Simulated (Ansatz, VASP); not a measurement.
AlCu3: VASP beside Ansatz

INCAR

```
SYSTEM = AlCu3
ALGO = Fast
EDIFF = 1E-7
ENCUT = 520
ISIF = 2
ISMEAR = -1
LASPH = .True.
LCHARG = .True.
LELF = .True.
LREAL = .False.
LVHAR = .True.
LWAVE = .False.
NBANDS = 26
NELM = 80
PREC = Accurate
SIGMA = 0.15
```

File KPOINTS:

```
k-points
0
Gamma
  12 12 12
  0 0 0
```

Contents of POSCAR:

```
AlCu3
1.0
    3.6133512093      0.0000000000      0.0000000000
    0.0000000000      3.6133512093      0.0000000000
    0.0000000000      0.0000000000      3.6133512093
Al Cu
1 3
Direct
    0.0000000000      0.0000000000      0.0000000000
    0.5000000000      0.5000000000      0.0000000000
    0.5000000000      0.0000000000      0.5000000000
    0.0000000000      0.5000000000      0.5000000000
```

Input for Ansatz:

```yaml
crystal:
  lattice:
    - [3.6133512093, 0.0, 0.0]
    - [0.0, 3.6133512093, 0.0]
    - [0.0, 0.0, 3.6133512093]
  atoms:
    - { symbol: Al, position: [0.0, 0.0, 0.0] }
    - { symbol: Cu, position: [0.5, 0.5, 0.0] }
    - { symbol: Cu, position: [0.5, 0.0, 0.5] }
    - { symbol: Cu, position: [0.0, 0.5, 0.5] }
basis:
  ecutwfc: 420
kpoints:
  mp_grid: { grid: [12, 12, 12] }
hamiltonian:
  xc: lda
scf:
  occupations: { method: fermi_dirac, width: 0.15 }
output:
  forces: true
  stress: true
  eigenvalues: true
```

Alike in both runs: task single point; functional LDA; k mesh 12 × 12 × 12; occupations fermi-dirac, width 0.15 eV; no spin polarisation.

|  | VASP | Ansatz |
| --- | --- | --- |
| version | VASP 6.6.1 | Ansatz 0.2.0 |
| potentials or method | VASP PAW LDA potentials, release 64 (Al, Cu), cutoff 520 eV | scalar-relativistic, plane waves, PAW |
| valence electrons in the cell | 36 | 60 |

```tsv
	VASP	Ansatz	Ansatz less VASP
gap on the k mesh at the Fermi level (eV)	none	none	-
pressure (GPa)	-2.4	-3.2	-0.79
```

LDA's correlation is that of Perdew and Zunger in VASP and of Perdew and Wang (1992) in Ansatz. A gap of «none» marks a metal or a gap that the smearing closes. VASP's potentials hold 36 valence electrons a cell and Ansatz's 60, so a difference there can come from the potentials and not from the codes.
